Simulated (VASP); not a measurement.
# Mg in VASP: a series of runs, part 2 of 2

VASP 6.6.1. Earlier steps stand in the parts before.

## (3) Single point, PBEsol

This run uses another cell than the first one: it holds 6 atoms, not 1.

INCAR

```
SYSTEM = Mg
  PREC = Accurate
  ENCUT = 520
  EDIFF = 1E-6
  ISMEAR = 0
  SIGMA = 0.1
  LREAL = .FALSE.
  LASPH = .TRUE.
  NELM = 80
  ALGO = Fast
  ISIF = 2
  LWAVE = .FALSE.
  LCHARG = .FALSE.
  GGA = PS
  NBANDS = 15
```

KPOINTS

```
regular mesh
0
G
  10 10 8
  0 0 0
```

POSCAR

```
Mg
1.0
    4.5066063234      2.2268284954     -2.2268284954
    2.2533031617      4.4645351268      2.2377066314
    4.5412524962     -2.2614746682      2.2614746682
Mg
6
Direct
    0.5000000000      0.0000000000      0.5000000000
    0.8333333333      0.3333333333      0.5000000000
    0.0000000000      0.0000000000      0.0000000000
    0.3333333333      0.3333333333      0.0000000000
    0.6666666667      0.6666666667      0.0000000000
    0.1666666667      0.6666666667      0.5000000000
```

Potentials or basis: VASP PAW PBE potentials, release 64 (Mg).

On the command line:

```sh
$ cat potpaw_PBE.64/Mg/POTCAR > POTCAR
$ mpirun -np 1 vasp_std > vasp.out
```

OUTCAR:

```text
SYSTEM = Mg
   PREC = Accurate
   ENCUT = 520
   EDIFF = 1E-6
   ISMEAR = 0
   LREAL = .FALSE.
   LASPH = .TRUE.
   NELM = 80
   ISIF = 2
   GGA = PS

 ion  position               nearest neighbor table
   1  0.500  0.000  0.500-   6 3.16   2 3.16   6 3.17   2 3.17   6 3.17   2 3.17   3 3.17   3 3.17
                             5 3.20   4 3.20   5 3.20   4 3.20
   2  0.833  0.333  0.500-   6 3.16   1 3.16   6 3.17   1 3.17   1 3.17   6 3.17   4 3.17   4 3.17
                             3 3.20   5 3.20   3 3.20   5 3.20
   3  0.000  0.000  0.000-   5 3.16   4 3.16   5 3.17   4 3.17   5 3.17   4 3.17   1 3.17   1 3.17
                             6 3.20   2 3.20   6 3.20   2 3.20
   4  0.333  0.333  0.000-   5 3.16   3 3.16   5 3.17   3 3.17   3 3.17   5 3.17   2 3.17   2 3.17
                             1 3.20   6 3.20   1 3.20   6 3.20
   5  0.667  0.667  0.000-   4 3.16   3 3.16   4 3.17   3 3.17   3 3.17   4 3.17   6 3.17   6 3.17
                             1 3.20   2 3.20   1 3.20   2 3.20
   6  0.167  0.667  0.500-   2 3.16   1 3.16   2 3.17   1 3.17   1 3.17   2 3.17   5 3.17   5 3.17
                             3 3.20   4 3.20   3 3.20   4 3.20
[... 9 lines left out ...]
 A1 = (  -2.2533031617,   2.2377066314,   4.4645351268)
 A2 = (  -2.2533031617,  -4.4645351268,  -2.2377066314)
 A3 = (   4.5412524962,  -2.2614746682,   2.2614746682)

Analysis of symmetry for initial positions (statically):
=====================================================================
 Subroutine PRICEL returns following result:

  LATTYP: Found a base centered monoclinic cell.
 ALAT       =     5.4979115006
 B/A-ratio  =     0.5746667737
 C/A-ratio  =     0.5772659091
 COS(beta)  =    -0.5683187276

  Lattice vectors:

 A1 = (  -2.2533031622,  -2.2304545412,  -0.0036260453)
 A2 = (  -2.2533031626,   0.0036260444,   2.2304545407)
 A3 = (  -0.0173230857,   2.2441515825,  -2.2441515818)

   6 primitive cells build up your supercell.

 Routine SETGRP: Setting up the symmetry group for a
 base centered monoclinic supercell.

 Subroutine GETGRP returns: Found  4 space group operations
 (whereof  4 operations were pure point group operations)
 out of a pool of  4 trial point group operations.

The static configuration has the point symmetry C_2h.

Analysis of symmetry for dynamics (positions and initial velocities):
=====================================================================
 Subroutine PRICEL returns following result:

  LATTYP: Found a base centered monoclinic cell.
 ALAT       =     5.4979115006
 B/A-ratio  =     0.5746667737
 C/A-ratio  =     0.5772659091
 COS(beta)  =    -0.5683187276

  Lattice vectors:

 A1 = (  -2.2533031622,  -2.2304545412,  -0.0036260453)
 A2 = (  -2.2533031626,   0.0036260444,   2.2304545407)
 A3 = (  -0.0173230857,   2.2441515825,  -2.2441515818)

   6 primitive cells build up your supercell.

 Routine SETGRP: Setting up the symmetry group for a
 base centered monoclinic supercell.

 Subroutine GETGRP returns: Found  4 space group operations
 (whereof  4 operations were pure point group operations)
 out of a pool of  4 trial point group operations.

The dynamic configuration has the point symmetry C_2h.

 Subroutine INISYM returns: Found  4 space group operations
 (whereof  4 operations are pure point group operations),
 and found     6 'primitive' translations

[... 75 lines left out ...]
   number of dos      NEDOS =    301   number of ions     NIONS =      6
   total plane-waves  NPLWV =  74088
   dimension x,y,z NGX =    42 NGY =   42 NGZ =   42
   dimension x,y,z NGXF=    84 NGYF=   84 NGZF=   84
   ions per type =               6
   NGX,Y,Z   is equivalent  to a cutoff of  12.70, 12.74, 12.57 a.u.
   NGXF,Y,Z  is equivalent  to a cutoff of  25.40, 25.49, 25.14 a.u.
 SYSTEM =  Mg
   PREC   = accura    normal or accurate (medium, high low for compatibility)
   ISTART =      0    job   : 0-new  1-cont  2-samecut
   ICHARG =      2    charge: 1-file 2-atom 10-const
   ISPIN  =      1    spin polarized calculation?
   LNONCOLLINEAR =      F non collinear calculations
   LSORBIT =      F    spin-orbit coupling
   LASPH  =      T    aspherical Exc in radial PAW
   ENCUT  =  520.0 eV  38.22 Ry    6.18 a.u.  10.22 10.19 10.33*2*pi/ulx,y,z
   NELM   =     80;   NELMIN=  2; NELMDL= -5     # of ELM steps
   EDIFF  = 0.1E-05   stopping-criterion for ELM
   LREAL  =      F    real-space projection
   EDIFFG = 0.1E-04   stopping-criterion for IOM
   NSW    =      0    number of steps for IOM
   IBRION =     -1    ionic relax: 0-MD 1-quasi-New 2-CG
   NFREE  =      0    steps in history (QN), initial steepest desc. (CG)
   ISIF   =      2    stress and relaxation
   ISYM   =      2    0-nonsym 1-usesym 2-fastsym
   POTIM  = 0.5000    time-step for ionic-motion
   TEBEG  =    0.0;   TEEND  =   0.0 temperature during run
   PSTRESS=    0.0 pullay stress
   NELECT =      12.0000    total number of electrons
   NUPDOWN=      -1.0000    fix difference up-down
   EMIN   =  10.00;   EMAX   =-10.00  energy-range for DOS
   EFERMI =   0.00;   METHOD = LEGACY
   ISMEAR =     0;   SIGMA  =   0.10  broadening in eV -4-tet -1-fermi 0-gaus
   EFERMI_NEDOS =   21; number of points for ismear=-14 and -15
   IALGO  =     68    algorithm
   IMIX   =      4    mixing-type and parameters
     AMIX     =   0.40;   BMIX     =  1.00
     AMIX_MAG =   1.60;   BMIX_MAG =  1.00
  volume/ion in A,a.u.               =      22.68       153.06
  Fermi-wavevector in a.u.,A,eV,Ry     =   0.728674  1.376995  7.224236  0.530966
  Thomas-Fermi vector in A             =   1.820206
   LORBIT       =      0    0 simple, 1 ext, 2 COOP (PROOUT), +10 PAW based schemes
   GGA     = PS    functional components
   LHFCALC =     F    Hartree Fock is set to
   AEXX    =    0.0000 exact exchange contribution
   IVDW    =     0    specifies the selected vdW correction
   LEPSILON=     F    determine dielectric tensor
   LRPA    =     F    only Hartree local field effects (RPA)
 non-spin polarized calculation
 RMM-DIIS sequential band-by-band and
 Gauss-broadening in eV      SIGMA  =   0.10
  energy-cutoff  :      520.00
  volume of cell :      136.08
 maximum number of plane-waves:      3688
 NGX is ok and might be reduce to    42

 number of electron      12.0000000 magnetization

 Free energy of the ion-electron system (eV)
  ---------------------------------------------------
  ext. energy  EPLUGINS =         0.00000000
  ---------------------------------------------------
  free energy    TOTEN  =       -10.27323142 eV

  energy without entropy =      -10.26094250  energy(sigma->0) =      -10.26708696

 E-fermi :   2.6233     XC(G=0):  -8.5724

 val. band max:        2.6181190591   @ k =  -0.1000   0.3000   0.1250
 cond. band min:       2.6252260148   @ k =   0.4000   0.5000   0.1250
 fundamental gap:      0.0071069557
 Fermi energy:         2.6232567228

 k-point     1 :       0.0000    0.0000    0.0000
  band No.  band energies     occupation
      1      -4.3273      2.00000
      2       0.8674      2.00000
      3       1.2702      2.00000
      4       2.1315      2.00000
      5       2.1315      2.00000
      6       2.4742      1.96502
      7       2.4742      1.96502
      8       2.9727      0.00000
      9       2.9727      0.00000
     10       3.8413      0.00000
     11       3.8413      0.00000
     12       5.1220      0.00000
     13       5.1220      0.00000
     14       7.0763      0.00000
[... 401 lines left out ...]
      2      -1.7786      2.00000
      3      -1.7786      2.00000
      4       0.8024      2.00000
      5       2.0214      2.00000
      6       2.0214      2.00000
      7       3.8432      0.00000
      8       3.8432      0.00000
      9       5.0137      0.00000
     10       5.3646      0.00000
     11       5.3646      0.00000
     12       6.2264      0.00000
     13       6.6259      0.00000
     14       7.0210      0.00000
     15       7.0210      0.00000

 [... further k-points ...]
[... 5 lines left out ...]
  --------------------------------------------------------------------------------------
  -------------------------------------------------------------------------------------
  Total       -0.0313383     -0.0402898     -0.0402898      0.0414283      0.0252506     -0.0414283
  in kB       -0.3689609     -0.4743520     -0.4743520      0.4877563      0.2972878     -0.4877563
  external PRESSURE =      -0.4392216 kB  Pullay stress =       0.0000000 kB

 VOLUME and BASIS-vectors are now :
 -----------------------------------------------------------------------------
  energy-cutoff  :      520.00
  volume of cell :      136.08
      direct lattice vectors                 reciprocal lattice vectors
     4.506606323  2.226828495 -2.226828495     0.111379833  0.037228652 -0.186432461
     2.253303162  4.464535127  2.237706631     0.000000000  0.149203809  0.149203809
     4.541252496 -2.261474668  2.261474668     0.109673475 -0.110977378  0.110977378

 POSITION                                       TOTAL-FORCE (eV/Angst)
 -----------------------------------------------------------------------------------
      4.52393     -0.01732      0.01732        -0.000000      0.000000      0.000000
      6.77723      2.21313      0.02095         0.000000     -0.000000     -0.000000
      0.00000      0.00000      0.00000        -0.000000      0.000000      0.000000
      2.25330      2.23045      0.00363        -0.000000     -0.000000     -0.000000
      4.50661      4.46091      0.00725         0.000000     -0.000000      0.000000
      4.52393      2.21676      2.25140         0.000000      0.000000      0.000000
 -----------------------------------------------------------------------------------
    total drift:                                0.000000     -0.000000      0.000000

  FREE ENERGIE OF THE ION-ELECTRON SYSTEM (eV)
  ---------------------------------------------------
  free  energy   TOTEN  =       -10.2732314199 eV

  energy  without entropy=      -10.2609424978  energy(sigma->0) =      -10.26708696
```

stdout:

```text
POSCAR found type information on POSCAR Mg
 POSCAR found :  1 types and       6 ions
 scaLAPACK will be used
 -----------------------------------------------------------------------------
|                                                                             |
|                                                                             |
|     You enforced a specific xc type in the INCAR file but a different       |
|     I HOPE YOU KNOW WHAT YOU ARE DOING!                                     |
|                                                                             |
 -----------------------------------------------------------------------------

 LDA part: xc-table for (Slater+PW92), standard interpolation
 POSCAR, INCAR and KPOINTS ok, starting setup
 FFT: planning ... GRIDC
 FFT: planning ... GRID_SOFT
 FFT: planning ... GRID
 WAVECAR not read
 entering main loop
```

Wall time 4.5 min (1 thread of Intel Xeon Platinum 8559C (Emerald Rapids), shared host); peak memory 0.52 GiB.

Results:

- Free energy: -10.2732 eV
- Pressure: 0.0 GPa
- Band gap on the k mesh: zero (bands 6 and 7 overlap by 1.81 eV)

Levels at points of the mesh, in eV from the Fermi level:
```csv
k point,band 3,band 4,band 5,band 6,band 7,band 8,band 9,band 10
"(0.00, 0.00, 0.00)",-1.35,-0.49,-0.49,-0.15,-0.15,0.35,0.35,1.22
"(0.50, 0.00, 0.00)",-1.91,-1.91,-1.65,-1.65,1.52,1.52,1.85,1.85
"(0.00, 0.50, 0.00)",-1.68,-1.21,-0.29,-0.22,-0.22,0.22,0.22,0.72
"(0.00, 0.00, 0.50)",-0.42,-0.42,-0.42,-0.42,0.81,0.81,0.81,0.81
"(0.50, 0.00, 0.50)",-2.88,-2.88,-1.69,-1.24,-0.16,0.88,3.45,3.45
"(0.00, 0.50, 0.50)",-3.94,-3.94,-1.97,-1.97,1.62,1.62,4.18,4.18
```

Caveat: the PAW data sets were made with another functional, which shifts forces and pressure a little.

The gap in the log of VASP goes by the Fermi energy; the results here count the filled bands.